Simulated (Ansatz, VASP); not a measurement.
# Two plane-wave programs on GaCuSe2

```
Ga Cu Se
1.0
    -2.78487    2.78487    5.53719
     2.78487   -2.78487    5.53719
     2.78487    2.78487   -5.53719
Ga Cu Se
2 2 4
Direct
  0.50000 0.50000 0.00000
  0.25000 0.75000 0.50000
  0.00000 0.00000 0.00000
  0.75000 0.25000 0.50000
  0.37500 0.36680 0.49180
  0.63320 0.12500 0.00820
  0.87500 0.88320 0.50820
  0.11680 0.62500 0.99180
```

Alike in both runs: task single point; functional PBEsol; k mesh 4 × 4 × 4; occupations gaussian, width 0.01 eV; no spin polarisation.

```csv
,VASP,Ansatz
version,VASP 6.6.1,Ansatz 0.2.0
potentials or method,"VASP PAW PBE potentials, release 64 (Ga_d, Cu, Se), cutoff 520 eV","scalar-relativistic, plane waves, PAW"
valence electrons in the cell,72,128
```

```tsv
	VASP	Ansatz	Ansatz less VASP
gap on the k mesh at the Fermi level (eV)	0.14	0.12	-0.023
least direct gap on the mesh (eV)	0.14	0.12	-0.023
pressure (GPa)	0.2	0.0	-0.20
rms of the force components (eV/Å)	0.014	0.004	-0.0098
```

VASP's potentials were made for PBE, not for PBEsol. Atom by atom the forces differ by 0.010 eV/Å (rms over components). With one functional, cell and mesh, what is left measures potentials, basis and numerics. VASP's potentials hold 72 valence electrons a cell and Ansatz's 128, so a difference there can come from the potentials and not from the codes.
